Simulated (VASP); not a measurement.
# Si9O16 (a cell with a defect) in VASP: further runs, part 4 of 4

VASP 6.6.1.

## (5) Single point, LDA

Input file INCAR:

```
PREC = Accurate
ENCUT = 520
EDIFF = 1E-6
ISMEAR = -1
SIGMA = 0.05
LREAL = Auto
LASPH = T
NELM = 80
ALGO = Normal
ISIF = 2
LWAVE = F
LCHARG = F
GGA = CA
NBANDS = 84
```

Input file KPOINTS:

```
regular mesh
0
Gamma
  2 2 2
```

Input file POSCAR:

```
Si9O16
1.0
   -4.1797000000     -4.1797000000      0.0000000000
    4.1797000000     -4.1797000000      0.0000000000
    0.0000000000      0.0000000000      5.3338000000
Si O
9 16
Direct
    0.5203225112      0.5106297103     -0.0111498369
    0.0059243486      0.5109144197      0.2498406389
    0.5078025935      0.5066797856      0.4914111890
   -0.0064495059      0.5136493050      0.7174080393
   -0.0587122282     -0.0808836759     -0.0111344632
    0.5117007201     -0.0129168361      0.2642048821
    0.0072834175      0.0253670120      0.4901826090
    0.4832674594      0.0185006101      0.7512102066
    0.1870844797      0.1591908510      0.9586456185
    0.1981490298      0.4933977319     -0.0155916982
    0.0235062325      0.2254046941      0.2591643856
    0.8207857023      0.5269296839     -0.0101552364
   -0.0138316147      0.8054202455      0.2642455660
    0.2070531378      0.5219099457      0.4899113203
   -0.0207299567      0.2366232026      0.6995266039
    0.8055576955      0.5177284255      0.4767209119
   -0.0082156614      0.8001756107      0.7166974765
    0.6817287126      0.0026237529     -0.0028175035
    0.5260645501      0.6835425988      0.2490704563
    0.3151971433     -0.0778774792      0.0719022086
    0.5021619973      0.3033817020      0.2347092129
    0.6987040936      0.0076726799      0.4990353969
    0.5056362897      0.7074512525      0.7442268177
    0.3068777663     -0.0003150944      0.4933040234
    0.5441779314      0.3316078905      0.7339448423
```

Potentials or basis: VASP PAW LDA potentials, release 64 (Si, O).

Launch:

```
$ cat potpaw_LDA.64/Si/POTCAR potpaw_LDA.64/O/POTCAR > POTCAR
$ mpirun -np 1 vasp_std > vasp.out
```

OUTCAR:

```text
PREC = Accurate
   ENCUT = 520
   EDIFF = 1E-6
   ISMEAR = -1
   LREAL = Auto
   LASPH = T
   NELM = 80
   ISIF = 2
   GGA = CA

 ion  position               nearest neighbor table
   1  0.520  0.511  0.989-  19 1.72  25 1.73  23 1.75  12 1.78  21 1.80  10 1.91   3 2.65   3 2.68
                             9 2.87
   2  0.006  0.511  0.250-  11 1.69  16 1.69  13 1.75  14 1.75  12 1.77  10 1.82   4 2.50   9 2.81
                             5 2.81   4 2.84   7 3.14
   3  0.508  0.507  0.491-  19 1.67  25 1.67  16 1.76  14 1.78  23 1.80  21 1.82   1 2.65   1 2.68
                             6 3.09   4 3.11
   4  0.994  0.514  0.717-  15 1.64  17 1.69  16 1.70  14 1.75  12 1.78  10 1.87   2 2.50   9 2.71
                             5 2.82   2 2.84   3 3.11   7 3.13
   5  0.941  0.919  0.989-  18 1.61  13 1.64  17 1.64   9 2.04  20 2.25  11 2.36  12 2.43  15 2.44
                             7 2.76   7 2.77   2 2.81   4 2.82   6 2.96   8 3.05
   6  0.512  0.987  0.264-  20 1.60  22 1.67  24 1.72  18 1.75  19 1.80  21 1.88   8 2.61   9 2.72
                             8 2.75   5 2.96   3 3.09
   7  0.007  0.025  0.490-  15 1.68  11 1.71  13 1.78  24 1.78  17 1.80  22 1.83   5 2.76   5 2.77
                             9 2.83   9 3.13   4 3.13   8 3.14   2 3.14
   8  0.483  0.019  0.751-  24 1.73  18 1.76  23 1.84  22 1.85  25 1.89  20 2.06   9 2.23   6 2.61
                             6 2.75   5 3.05   7 3.14
   9  0.187  0.159  0.959-  20 1.70  15 1.90  11 1.91  10 1.98   5 2.04   8 2.23  21 2.52   4 2.71
                             6 2.72   2 2.81   7 2.83   1 2.87   7 3.13
  10  0.198  0.493  0.984-   2 1.82   4 1.87   1 1.91   9 1.98
  11  0.024  0.225  0.259-   2 1.69   7 1.71   9 1.91   5 2.36
  12  0.821  0.527  0.990-   2 1.77   4 1.78   1 1.78   5 2.43
  13  0.986  0.805  0.264-   5 1.64   2 1.75   7 1.78
  14  0.207  0.522  0.490-   2 1.75   4 1.75   3 1.78
  15  0.979  0.237  0.700-   4 1.64   7 1.68   9 1.90   5 2.44
  16  0.806  0.518  0.477-   2 1.69   4 1.70   3 1.76
  17  0.992  0.800  0.717-   5 1.64   4 1.69   7 1.80
  18  0.682  0.003  0.997-   5 1.61   6 1.75   8 1.76
  19  0.526  0.684  0.249-   3 1.67   1 1.72   6 1.80
  20  0.315  0.922  0.072-   6 1.60   9 1.70   8 2.06   5 2.25
  21  0.502  0.303  0.235-   1 1.80   3 1.82   6 1.88   9 2.52
  22  0.699  0.008  0.499-   6 1.67   7 1.83   8 1.85
  23  0.506  0.707  0.744-   1 1.75   3 1.80   8 1.84
  24  0.307  1.000  0.493-   6 1.72   8 1.73   7 1.78
  25  0.544  0.332  0.734-   3 1.67   1 1.73   8 1.89

  LATTYP: Found a simple tetragonal cell.
 ALAT       =     5.9109884267
 C/A-ratio  =     0.9023533147

  Lattice vectors:

 A1 = (  -4.1797000000,  -4.1797000000,   0.0000000000)
 A2 = (   4.1797000000,  -4.1797000000,   0.0000000000)
 A3 = (   0.0000000000,   0.0000000000,   5.3338000000)

Analysis of symmetry for initial positions (statically):
=====================================================================
 Subroutine PRICEL returns:
 Original cell was already a primitive cell.

 Routine SETGRP: Setting up the symmetry group for a
 simple tetragonal supercell.

 Subroutine GETGRP returns: Found  1 space group operations
 (whereof  1 operations were pure point group operations)
 out of a pool of 16 trial point group operations.

The static configuration has the point symmetry C_1 .

Analysis of symmetry for dynamics (positions and initial velocities):
=====================================================================
 Subroutine PRICEL returns:
 Original cell was already a primitive cell.

 Routine SETGRP: Setting up the symmetry group for a
 simple tetragonal supercell.

 Subroutine GETGRP returns: Found  1 space group operations
 (whereof  1 operations were pure point group operations)
 out of a pool of 16 trial point group operations.

[... 114 lines left out ...]
   dimension x,y,z NGX =    48 NGY =   48 NGZ =   40
   dimension x,y,z NGXF=    96 NGYF=   96 NGZF=   80
   ions per type =               9  16
   NGX,Y,Z   is equivalent  to a cutoff of  13.50, 13.50, 12.47 a.u.
   NGXF,Y,Z  is equivalent  to a cutoff of  27.00, 27.00, 24.93 a.u.
 SYSTEM =  unknown system
   PREC   = accura    normal or accurate (medium, high low for compatibility)
   ISTART =      0    job   : 0-new  1-cont  2-samecut
   ICHARG =      2    charge: 1-file 2-atom 10-const
   ISPIN  =      1    spin polarized calculation?
   LNONCOLLINEAR =      F non collinear calculations
   LSORBIT =      F    spin-orbit coupling
   LASPH  =      T    aspherical Exc in radial PAW
   ENCUT  =  520.0 eV  38.22 Ry    6.18 a.u.  10.99 10.99  9.92*2*pi/ulx,y,z
   NELM   =     80;   NELMIN=  2; NELMDL= -5     # of ELM steps
   EDIFF  = 0.1E-05   stopping-criterion for ELM
   LREAL  =      T    real-space projection
   EDIFFG = 0.1E-04   stopping-criterion for IOM
   NSW    =      0    number of steps for IOM
   IBRION =     -1    ionic relax: 0-MD 1-quasi-New 2-CG
   NFREE  =      0    steps in history (QN), initial steepest desc. (CG)
   ISIF   =      2    stress and relaxation
   ISYM   =      2    0-nonsym 1-usesym 2-fastsym
   POTIM  = 0.5000    time-step for ionic-motion
   TEBEG  =    0.0;   TEEND  =   0.0 temperature during run
   PSTRESS=    0.0 pullay stress
   NELECT =     132.0000    total number of electrons
   NUPDOWN=      -1.0000    fix difference up-down
   EMIN   =  10.00;   EMAX   =-10.00  energy-range for DOS
   EFERMI =   0.00;   METHOD = LEGACY
   ISMEAR =    -1;   SIGMA  =   0.05  broadening in eV -4-tet -1-fermi 0-gaus
   EFERMI_NEDOS =   21; number of points for ismear=-14 and -15
   IALGO  =     38    algorithm
   IMIX   =      4    mixing-type and parameters
     AMIX     =   0.40;   BMIX     =  1.00
     AMIX_MAG =   1.60;   BMIX_MAG =  1.00
  volume/ion in A,a.u.               =       7.45        50.31
  Fermi-wavevector in a.u.,A,eV,Ry     =   1.459309  2.757693 28.974719  2.129582
  Thomas-Fermi vector in A             =   2.575891
   LORBIT       =      0    0 simple, 1 ext, 2 COOP (PROOUT), +10 PAW based schemes
   GGA     = CA    functional components
   LHFCALC =     F    Hartree Fock is set to
   AEXX    =    0.0000 exact exchange contribution
   IVDW    =     0    specifies the selected vdW correction
   LEPSILON=     F    determine dielectric tensor
   LRPA    =     F    only Hartree local field effects (RPA)
 non-spin polarized calculation
  energy-cutoff  :      520.00
  volume of cell :      186.36
 maximum number of plane-waves:      5032
 NGX is ok and might be reduce to    48
   NGX = 21   NGY = 21   NGZ = 19

 number of electron     131.9999996 magnetization

 Free energy of the ion-electron system (eV)
  ---------------------------------------------------
  ext. energy  EPLUGINS =         0.00000000
  ---------------------------------------------------
  free energy    TOTEN  =      -200.36766336 eV

  energy without entropy =     -200.36766336  energy(sigma->0) =     -200.36766336

 E-fermi :  13.5222     XC(G=0): -13.0006

 val. band max:       12.5706247146   @ k =   0.5000   0.5000   0.5000
 cond. band min:      14.4693953805   @ k =   0.0000   0.0000   0.0000
 fundamental gap:      1.8987706660
 Fermi energy:        13.5221939899

 k-point     1 :       0.0000    0.0000    0.0000
  band No.  band energies     occupation
      1     -13.8618      2.00000
      2     -12.0726      2.00000
      3     -11.7433      2.00000
      4     -11.1579      2.00000
      5     -11.0721      2.00000
      6     -10.9588      2.00000
[... 637 lines left out ...]
     77      18.5408      0.00000
     78      18.6359      0.00000
 [bands above 78 left out]

------------------------ aborting loop because EDIFF is reached ----------------------------------------

  FORCE on cell =-STRESS in cart. coord.  units (eV):
  Direction    XX          YY          ZZ          XY          YZ          ZX
  --------------------------------------------------------------------------------------
  -------------------------------------------------------------------------------------
  Total       35.9866024     37.0213304     46.5647106     -1.3369057      2.6338771    -11.4888568
  in kB      309.3816011    318.2772954    400.3230029    -11.4935558     22.6437912    -98.7712281
  external PRESSURE =     342.6606331 kB  Pullay stress =       0.0000000 kB

 VOLUME and BASIS-vectors are now :
 -----------------------------------------------------------------------------
  energy-cutoff  :      520.00
  volume of cell :      186.36
      direct lattice vectors                 reciprocal lattice vectors
    -4.179700000 -4.179700000  0.000000000    -0.119625810 -0.119625810  0.000000000
     4.179700000 -4.179700000  0.000000000     0.119625810 -0.119625810  0.000000000
     0.000000000  0.000000000  5.333800000     0.000000000  0.000000000  0.187483595

 POSITION                                       TOTAL-FORCE (eV/Angst)
 -----------------------------------------------------------------------------------
     -0.04051     -4.30907      5.27433         0.110503      0.010328     -0.006133
      2.11071     -2.16023      1.33260         0.022057     -0.121455     -0.029465
     -0.00469     -4.24023      2.62109        -0.055813     -0.198223     -0.009868
     -2.00584     -6.29964      3.82651        -0.282894     -0.144501      0.134734
     -0.09267     -7.77593      5.27441         0.164584      0.145061     -0.209958
      1.98696     -6.26447      1.40922         0.008576     -0.011365      0.089607
[... 17 lines left out ...]
      2.89573     -5.46104      2.63119         0.150726      0.077027      0.103253
     -0.88848     -3.66052      3.91471        -0.081786     -0.067034     -0.019089
 -----------------------------------------------------------------------------------
    total drift:                                0.013370      0.001695     -0.009982

  FREE ENERGIE OF THE ION-ELECTRON SYSTEM (eV)
  ---------------------------------------------------
  free  energy   TOTEN  =      -200.3676633642 eV

  energy  without entropy=     -200.3676633610  energy(sigma->0) =     -200.36766336
```

Wall time 97 s (1 thread of AMD EPYC 9R45 (Zen 5), shared host); peak memory 0.24 GiB.

What came out:

```yaml
Free_energy: -200.3677 eV
Pressure: 34.3 GPa
Largest_force: 0.700 eV/Å
Band_gap_on_the_k_mesh: 1.90 eV
```

Forces on the atoms (eV/Å):
```
Si   0.111  0.010 -0.006
Si   0.022 -0.121 -0.029
Si  -0.056 -0.198 -0.010
Si  -0.283 -0.145  0.135
Si   0.165  0.145 -0.210
Si   0.009 -0.011  0.090
Si  -0.030  0.433 -0.355
Si   0.416 -0.052  0.102
Si  -0.155  0.173  0.158
O    0.161 -0.259 -0.039
O   -0.153 -0.193 -0.275
O   -0.017 -0.036 -0.055
O    0.254  0.226  0.020
O   -0.095 -0.160 -0.055
O   -0.483 -0.204  0.105
O   -0.265  0.103  0.113
O    0.009  0.089 -0.209
O    0.252  0.110 -0.062
O   -0.188 -0.265  0.010
O   -0.036  0.524  0.462
O    0.022  0.014  0.004
O    0.127 -0.111  0.032
O    0.143 -0.082 -0.008
O    0.151  0.077  0.103
O   -0.082 -0.067 -0.019
```

Caveat: the k points lie up to 0.59 Å⁻¹ apart.

## (6) Single point, LDA

Input file INCAR:

```
SYSTEM = Si9O16
ALGO = Normal
EDIFF = 1E-7
ENCUT = 520
GGA = CA
ISIF = 2
ISMEAR = -1
LASPH = .True.
LCHARG = .False.
LREAL = Auto
LWAVE = .False.
NBANDS = 84
NELM = 100
PREC = Accurate
SIGMA = 0.05
```

Input file KPOINTS:

```
k-points
0
Gamma
  2 2 2
  0 0 0
```

Input file POSCAR:

```
Si9O16
1.0
   -4.1797000000     -4.1797000000      0.0000000000
    4.1797000000     -4.1797000000      0.0000000000
    0.0000000000      0.0000000000      5.3338000000
Si O
9 16
Direct
    0.5078893222      0.5065822906     -0.0292768758
    0.0089588966      0.5248215183      0.2390415839
    0.4812719812      0.4950483288      0.4703115977
   -0.0340738570      0.5122273130      0.6731842214
   -0.0657781659     -0.1606457401     -0.0110060370
    0.5404194081     -0.0180142115      0.2601451123
    0.0938174989      0.1073414360      0.6063697551
    0.5251571883      0.0113435175      0.7353065357
    0.1392614302      0.1288843697      1.1003804042
    0.1873676340      0.4597501017     -0.0244234879
    0.0484203412      0.2477028256      0.3244495482
    0.8165477187      0.5475678876     -0.0264963066
    0.0312310692      0.7937080412      0.2716277326
    0.2016066943      0.5272415484      0.4846878398
   -0.1219055195      0.2621440534      0.6546869024
    0.7762902840      0.5395273584      0.4288226030
    0.0083260760      0.7869106634      0.7013095729
    0.7020528985     -0.0184756083     -0.0094808579
    0.4831162524      0.6857118932      0.2297633957
    0.3565295356     -0.0382942556      0.0236216206
    0.5091926454      0.3029230567      0.2088327271
    0.7143932579     -0.0143296170      0.4857384979
    0.5042656171      0.6951630500      0.7253110353
    0.3397472307      0.0474513721      0.4899208819
    0.4950738091      0.3078575017      0.7273913533
```

Potentials or basis: VASP PAW LDA potentials, release 64 (Si, O).

Launch:

```
$ cat potpaw_LDA.64/Si/POTCAR potpaw_LDA.64/O/POTCAR > POTCAR
$ mpirun -np 1 vasp_std > vasp.out
```

Wall time 1.8 min (1 thread of AMD EPYC 9R45 (Zen 5), shared host); peak memory 0.24 GiB.

It converged, with:

| Quantity | Value |
| --- | --- |
| Free energy | -190.7155 eV |
| Pressure | 50.1 GPa |
| Largest force | 12.808 eV/Å |
| Band gap on the k mesh | 0.49 eV |

Forces in eV/Å, atoms in the order of the input:
```
Si    0.963   1.316   0.405
Si   -1.287   0.760  -0.639
Si   -1.070  -1.929   0.090
Si   -0.001  -0.802   2.718
Si    2.190  -4.307  -0.091
Si    0.127   0.332  -1.551
Si    0.430   1.429   4.257
Si   -0.598   0.652   0.284
Si   -3.044   1.709 -12.323
O     0.568  -0.551   1.090
O     1.213   1.272   0.069
O     0.922   0.359   0.748
O     0.404   0.253  -1.581
O    -0.950   0.034   0.928
O     0.885   1.109   4.814
O    -0.495  -1.175   0.687
O     0.784  -0.686   1.547
O    -0.032  -0.163  -0.671
O    -0.417   0.080  -0.089
O     2.846  -0.897  -1.082
O    -0.011   0.103   0.757
O     0.074   1.269   0.794
O     0.419   0.176   0.313
O    -3.845   1.492  -2.726
O    -0.074  -1.834   1.253
```

Stress tensor (GPa, compression positive):
```
62.09  4.69 -0.50
 4.69 41.84 -0.05
-0.50 -0.05 46.34
```

Levels at points of the mesh, in eV from the valence-band top:
| k point | band 63 | band 64 | band 65 | band 66 | band 67 | band 68 | band 69 | band 70 |
| --- | --- | --- | --- | --- | --- | --- | --- | --- |
| (0.00, 0.00, 0.00) | -5.04 | -4.55 | -3.51 | -0.63 | 0.49 | 1.03 | 1.33 | 1.77 |
| (0.50, 0.00, 0.00) | -5.13 | -4.78 | -2.90 | -0.19 | 0.94 | 0.97 | 1.59 | 1.94 |
| (0.00, 0.50, 0.00) | -5.34 | -4.66 | -3.29 | -0.59 | 0.66 | 1.42 | 1.65 | 1.75 |
| (0.50, 0.50, 0.00) | -5.05 | -4.55 | -2.90 | -0.18 | 0.99 | 1.42 | 1.91 | 2.10 |
| (0.00, 0.00, 0.50) | -5.14 | -4.86 | -3.11 | -0.38 | 1.16 | 1.78 | 1.84 | 2.37 |
| (0.50, 0.00, 0.50) | -5.12 | -4.55 | -2.78 | -0.04 | 1.34 | 1.89 | 2.12 | 2.45 |
| (0.00, 0.50, 0.50) | -5.21 | -4.76 | -3.26 | -0.31 | 1.15 | 1.79 | 1.93 | 2.56 |
| (0.50, 0.50, 0.50) | -5.26 | -4.66 | -2.85 | 0.00 | 1.41 | 1.84 | 2.02 | 2.76 |

Caveat: the k points lie up to 0.59 Å⁻¹ apart.
